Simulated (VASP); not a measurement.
Here is a VASP 6.6.1 calculation.

File INCAR:

```
SYSTEM = BaTe
ALGO = Normal ; EDIFF = 1E-6
EDIFFG = -0.01 ; ENCUT = 600
GGA = PE ; IBRION = 2
ISIF = 4 ; ISMEAR = 0
LASPH = .TRUE. ; LCHARG = .FALSE.
LREAL = .FALSE. ; LWAVE = .FALSE.
NELM = 60 ; NSW = 50
PREC = Accurate ; SIGMA = 0.02
```

KPOINTS

```
k-points
0
G
  9 9 6
  0 0 0
```

File POSCAR:

```
BaTe
1.0
    4.5802048056      0.0000000000      0.0000000000
   -2.2901024028      3.9665737162      0.0000000000
    0.0000000000      0.0000000000      4.2733861410
Ba Te
1 1
Direct
    0.3333333333      0.6666666667      0.5000000000
    0.0000000000      0.0000000000      0.0000000000
```

Potentials or basis: VASP PAW PBE potentials, release 64 (Ba_sv, Te).

Command:

```console
$ cat potpaw_PBE.64/Ba_sv/POTCAR potpaw_PBE.64/Te/POTCAR > POTCAR
$ mpirun -np 1 vasp_std > vasp.out
```

(1) Estimate the band gap on the k mesh.

Results:

(1) 1.22 eV, direct.

Caveat: spin-orbit coupling is left out, which moves the levels of the heavy elements.
